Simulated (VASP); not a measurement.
# ZnS in VASP: a series of runs

The runs below take ZnS through single point, with HSE06.

Program: VASP 6.6.1. These are calculated values, not measurements. Logs are shortened: lines on timing, memory, paths and dates and some standing lists are left out, and cuts for length are marked.

## Step 1: The cell of the first run

The structure is cubic, space group F-43m (No. 216). The conventional cell has a = 5.388 Å, b = 5.388 Å, c = 5.388 Å, α = 90.00°, β = 90.00°, γ = 90.00°. Within 3.1 Å of Zn (site symmetry -43m) lie 4 S at 2.33 Å. Within 3.1 Å of S (site symmetry -43m) lie 4 Zn at 2.33 Å.

## Step 2: Single point, HSE06

Contents of POSCAR:

```
ZnS
1.0
    0.0000000000      2.6940955531      2.6940955531
    2.6940955531      0.0000000000      2.6940955531
    2.6940955531      2.6940955531      0.0000000000
Zn S
1 1
Direct
    0.2500000000      0.2500000000      0.2500000000
    0.0000000000      0.0000000000      0.0000000000
```

Contents of INCAR.step1:

```
SYSTEM = ZnS
PREC = Accurate ; ENCUT = 520
EDIFF = 1E-5 ; ISMEAR = 0
SIGMA = 0.01 ; LREAL = .False.
LASPH = .True. ; NELM = 80
ALGO = Normal ; ISIF = 2
LWAVE = .True. ; LCHARG = .False.
GGA = PE ; NBANDS = 16
```

Contents of INCAR.step2:

```
SYSTEM = ZnS
PREC = Accurate ; ENCUT = 520
EDIFF = 1E-6 ; ISMEAR = 0
SIGMA = 0.01 ; LREAL = .False.
LASPH = .True. ; NELM = 80
ALGO = Normal ; ISIF = 2
LWAVE = .False. ; LCHARG = .False.
GGA = PE ; LHFCALC = .True.
HFSCREEN = 0.2079 ; PRECFOCK = Normal
ISTART = 1 ; NBANDS = 16
```

Contents of KPOINTS:

```
Automatic mesh
0
Gamma
  6 6 6
  0 0 0
```

Potentials or basis: VASP PAW PBE potentials, release 64 (Zn, S).

Launch:

```
$ cat potpaw_PBE.64/Zn/POTCAR potpaw_PBE.64/S/POTCAR > POTCAR
$ cp INCAR.step1 INCAR
$ mpirun -np 1 vasp_std > vasp.out
$ cp INCAR.step2 INCAR
$ mpirun -np 1 vasp_std > vasp.out
```

OUTCAR:

```text
SYSTEM = ZnS
   PREC = Accurate
   ENCUT = 520
   EDIFF = 1E-6
   ISMEAR = 0
   LREAL = .False.
   LASPH = .True.
   NELM = 80
   ISIF = 2
   GGA = PE
   LHFCALC = .True.
   HFSCREEN = 0.2079
   PRECFOCK = Normal
   ISTART = 1

 ion  position               nearest neighbor table
   1  0.250  0.250  0.250-   2 2.33   2 2.33   2 2.33   2 2.33
   2  0.000  0.000  0.000-   1 2.33   1 2.33   1 2.33   1 2.33

  LATTYP: Found a face centered cubic cell.
 ALAT       =     5.3881911062

  Lattice vectors:

 A1 = (   0.0000000000,   2.6940955531,   2.6940955531)
 A2 = (   2.6940955531,   0.0000000000,   2.6940955531)
 A3 = (   2.6940955531,   2.6940955531,   0.0000000000)

Analysis of symmetry for initial positions (statically):
=====================================================================
 Subroutine PRICEL returns:
 Original cell was already a primitive cell.

 Routine SETGRP: Setting up the symmetry group for a
 face centered cubic supercell.

 Subroutine GETGRP returns: Found 24 space group operations
 (whereof 24 operations were pure point group operations)
 out of a pool of 48 trial point group operations.

The static configuration has the point symmetry T_d .

Analysis of symmetry for dynamics (positions and initial velocities):
=====================================================================
 Subroutine PRICEL returns:
 Original cell was already a primitive cell.

 Routine SETGRP: Setting up the symmetry group for a
 face centered cubic supercell.

 Subroutine GETGRP returns: Found 24 space group operations
 (whereof 24 operations were pure point group operations)
 out of a pool of 48 trial point group operations.

The dynamic configuration has the point symmetry T_d .

 Subroutine INISYM returns: Found 24 space group operations
 (whereof 24 operations are pure point group operations),
 and found     1 'primitive' translations

----------------------------------------------------------------------------------------

                                     Primitive cell

  volume of cell :      39.1083

  direct lattice vectors                    reciprocal lattice vectors
     0.000000000  2.694095553  2.694095553    -0.185591042  0.185591042  0.185591042
     2.694095553  0.000000000  2.694095553     0.185591042 -0.185591042  0.185591042
     2.694095553  2.694095553  0.000000000     0.185591042  0.185591042 -0.185591042

  length of vectors
     3.810026470  3.810026470  3.810026470     0.321453114  0.321453114  0.321453114
[... 79 lines left out ...]
   ISYM   =      3    0-nonsym 1-usesym 2-fastsym
   POTIM  = 0.5000    time-step for ionic-motion
   TEBEG  =    0.0;   TEEND  =   0.0 temperature during run
   PSTRESS=    0.0 pullay stress
   NELECT =      18.0000    total number of electrons
   NUPDOWN=      -1.0000    fix difference up-down
   EMIN   =  10.00;   EMAX   =-10.00  energy-range for DOS
   EFERMI =   0.00;   METHOD = LEGACY
   ISMEAR =     0;   SIGMA  =   0.01  broadening in eV -4-tet -1-fermi 0-gaus
   EFERMI_NEDOS =   21; number of points for ismear=-14 and -15
   IALGO  =     38    algorithm
   IMIX   =      1    mixing-type and parameters
     AMIX     =   0.40;   BMIX     =  1.00
     AMIX_MAG =   1.60;   BMIX_MAG =  1.00
  volume/ion in A,a.u.               =      19.55       131.96
  Fermi-wavevector in a.u.,A,eV,Ry     =   1.263987  2.388589 21.737533  1.597664
  Thomas-Fermi vector in A             =   2.397316
   LORBIT       =      0    0 simple, 1 ext, 2 COOP (PROOUT), +10 PAW based schemes
   GGA     = PE    functional components
   LHFCALC =     T    Hartree Fock is set to
   PRECFOCK=normal    Normal, Fast or Accurate (Low or Medium for compatibility)
   ENCUT4O =  -1.0   cutoff for four orbital integrals eV
   NKREDX  =     1    reduce k-point grid by
   NKREDY  =     1    reduce k-point grid by
   NKREDZ  =     1    reduce k-point grid by
   AEXX    =    0.2500 exact exchange contribution
   HFSCREEN=    0.2079 screening length (either q_TF or 0.3 A-1)
   HFSCREENC=   0.2079 screening length for correlation (either q_TF or 0.3 A-1)
   ENCUTFOCK=  -1.0 apply spherical cutoff to Coloumb kernel
   IVDW    =     0    specifies the selected vdW correction
   LEPSILON=     F    determine dielectric tensor
   LRPA    =     F    only Hartree local field effects (RPA)
 non-spin polarized calculation
 Gauss-broadening in eV      SIGMA  =   0.01
  energy-cutoff  :      520.00
  volume of cell :       39.11
 maximum number of plane-waves:      1067
  NGX = 24; NGY = 24; NGZ = 24

 number of electron      18.0000006 magnetization

 Free energy of the ion-electron system (eV)
  ---------------------------------------------------
  ext. energy  EPLUGINS =         0.00000000
  ---------------------------------------------------
  free energy    TOTEN  =        -8.36939098 eV

  energy without entropy =       -8.36939098  energy(sigma->0) =       -8.36939098

 E-fermi :   1.6094     XC(G=0):  -8.0045

 val. band max:        1.4640761744   @ k =   0.0000   0.0000   0.0000
 cond. band min:       4.8315304707   @ k =   0.0000   0.0000   0.0000
 fundamental gap:      3.3674542963
 Fermi energy:         1.6093989653

 k-point     1 :       0.0000    0.0000    0.0000
  band No.  band energies     occupation
      1     -12.9229      2.00000
      2      -6.4144      2.00000
      3      -6.4144      2.00000
      4      -6.4144      2.00000
      5      -5.9600      2.00000
      6      -5.9600      2.00000
[... 281 lines left out ...]
      3      -6.1549      2.00000
      4      -6.0513      2.00000
      5      -5.9348      2.00000
      6      -5.5487      2.00000
[... 8 lines left out ...]
     15      17.0988      0.00000
     16      17.9178      0.00000

------------------------ aborting loop because EDIFF is reached ----------------------------------------

  FORCE on cell =-STRESS in cart. coord.  units (eV):
  Direction    XX          YY          ZZ          XY          YZ          ZX
  --------------------------------------------------------------------------------------
  -------------------------------------------------------------------------------------
  Total        0.3913866      0.3913866      0.3913866      0.0000000      0.0000000      0.0000000
  in kB       16.0342084     16.0342084     16.0342084      0.0000000      0.0000000      0.0000000
  external PRESSURE =      16.0342084 kB  Pullay stress =       0.0000000 kB

 VOLUME and BASIS-vectors are now :
 -----------------------------------------------------------------------------
  energy-cutoff  :      520.00
  volume of cell :       39.11
      direct lattice vectors                 reciprocal lattice vectors
     0.000000000  2.694095553  2.694095553    -0.185591042  0.185591042  0.185591042
     2.694095553  0.000000000  2.694095553     0.185591042 -0.185591042  0.185591042
     2.694095553  2.694095553  0.000000000     0.185591042  0.185591042 -0.185591042

 POSITION                                       TOTAL-FORCE (eV/Angst)
 -----------------------------------------------------------------------------------
      1.34705      1.34705      1.34705        -0.000000     -0.000000     -0.000000
      0.00000      0.00000      0.00000         0.000000      0.000000      0.000000
 -----------------------------------------------------------------------------------
    total drift:                               -0.000155     -0.000091     -0.000080

  FREE ENERGIE OF THE ION-ELECTRON SYSTEM (eV)
  ---------------------------------------------------
  free  energy   TOTEN  =        -8.3693909811 eV

  energy  without entropy=       -8.3693909811  energy(sigma->0) =       -8.36939098
```

OSZICAR.step1:

```text
N       E                     dE             d eps       ncg     rms          rms(c)
DAV:   1     0.835460475492E+02    0.83546E+02   -0.83994E+03   512   0.132E+03
DAV:   2    -0.191391123499E+01   -0.85460E+02   -0.79671E+02   608   0.260E+02
DAV:   3    -0.721378393587E+01   -0.52999E+01   -0.52710E+01   632   0.609E+01
DAV:   4    -0.726800909232E+01   -0.54225E-01   -0.54209E-01   640   0.644E+00
DAV:   5    -0.726853577423E+01   -0.52668E-03   -0.52668E-03   624   0.604E-01    0.697E+00
DAV:   6    -0.686084383478E+01    0.40769E+00   -0.73974E-01   776   0.300E+01    0.544E+00
DAV:   7    -0.683989365266E+01    0.20950E-01   -0.25126E-01   568   0.454E+00    0.277E+00
DAV:   8    -0.683919079954E+01    0.70285E-03   -0.52374E-03   664   0.914E-01    0.732E-01
DAV:   9    -0.683942690465E+01   -0.23611E-03   -0.13343E-03   608   0.291E-01    0.952E-02
DAV:  10    -0.683959931282E+01   -0.17241E-03   -0.24331E-04   608   0.125E-01    0.436E-02
DAV:  11    -0.683958910635E+01    0.10206E-04   -0.32818E-05   624   0.599E-02    0.855E-03
DAV:  12    -0.683958942907E+01   -0.32272E-06   -0.28745E-06   336   0.169E-02
   1 F= -.68395894E+01 E0= -.68395894E+01  d E =-.966005E-13
```

It took 73 min on 1 thread of Intel Xeon 8259CL, shared host; peak memory 0.28 GiB.

What came out:

```yaml
Free_energy: -8.3694 eV
Pressure: 1.6 GPa
Band_gap_on_the_k_mesh: 3.37 eV
```

Levels at points of the mesh, in eV from the valence-band top:
```csv
k point,band 5,band 6,band 7,band 8,band 9,band 10,band 11,band 12,band 13,band 14
"(0.00, 0.00, 0.00)",-7.42,-7.42,0.00,0.00,0.00,3.37,7.68,7.68,7.68,13.21
"(0.50, 0.00, 0.00)",-7.40,-7.18,-5.66,-0.93,-0.93,4.56,8.18,8.18,10.25,13.67
"(0.50, 0.50, 0.00)",-7.36,-7.14,-5.03,-2.38,-2.38,4.36,5.25,12.62,13.76,13.76
```

Caveat: the PAW data sets were made with another functional, which shifts forces and pressure a little.

## Step 3: Single point, HSE06 (uniaxial y strain +0.5%)

Contents of POSCAR:

```
ZnS
1.0
    0.0000000000      2.7064883926      2.6940955531
    2.6940955531      0.0000000000      2.6940955531
    2.6940955531      2.7064883926      0.0000000000
Zn S
1 1
Direct
    0.2500000000      0.2500000000      0.2500000000
    0.0000000000      0.0000000000      0.0000000000
```

Contents of INCAR.step1:

```
SYSTEM = ZnS
PREC = Accurate ; ENCUT = 520
EDIFF = 1E-5 ; ISMEAR = 0
SIGMA = 0.01 ; LREAL = .FALSE.
LASPH = .TRUE. ; NELM = 100
ALGO = Normal ; ISIF = 2
LWAVE = .TRUE. ; LCHARG = .FALSE.
GGA = PE ; NBANDS = 16
```

Contents of INCAR.step2:

```
SYSTEM = ZnS
PREC = Accurate ; ENCUT = 520
EDIFF = 1E-7 ; ISMEAR = 0
SIGMA = 0.01 ; LREAL = .FALSE.
LASPH = .TRUE. ; NELM = 100
ALGO = Normal ; ISIF = 2
LWAVE = .FALSE. ; LCHARG = .FALSE.
GGA = PE ; LHFCALC = .TRUE.
HFSCREEN = 0.2079 ; PRECFOCK = Normal
ISTART = 1 ; NBANDS = 16
```

Contents of KPOINTS:

```
Automatic mesh
0
G
  6 6 6
  0 0 0
```

Potentials or basis: VASP PAW PBE potentials, release 64 (Zn, S).

Launch:

```
$ cat potpaw_PBE.64/Zn/POTCAR potpaw_PBE.64/S/POTCAR > POTCAR
$ cp INCAR.step1 INCAR
$ mpirun -np 1 vasp_std > vasp.out
$ cp INCAR.step2 INCAR
$ mpirun -np 1 vasp_std > vasp.out
```

Run time: 1.5 h. Hardware: 1 thread of Intel Xeon Platinum 8259CL at 2.50GHz (Skylake/Cascade Lake), shared host; peak memory 0.28 GiB.

The run converged. Its results:

- Free energy: -8.3710 eV
- Pressure: 1.3 GPa
- Band gap on the k mesh: 3.34 eV

Stress tensor (GPa, compression positive):
```
1.34 0.00 0.00
0.00 1.14 0.00
0.00 0.00 1.34
```

Levels at points of the mesh, in eV from the valence-band top:
```tsv
k point	band 7	band 8	band 9	band 10	band 11	band 12
(0.00, 0.00, 0.00)	-0.02	0.00	0.00	3.34	7.67	7.67
(0.50, 0.00, 0.00)	-5.63	-0.94	-0.91	4.55	8.15	8.19
(0.50, 0.50, 0.00)	-5.00	-2.38	-2.37	4.35	5.23	12.60
(0.50, 0.00, 0.50)	-5.04	-2.35	-2.35	4.38	5.28	12.54
```

Caveat: the cell differs from its parent crystal (uniaxial y strain +0.5%); the PAW data sets were made with another functional, which shifts forces and pressure a little.
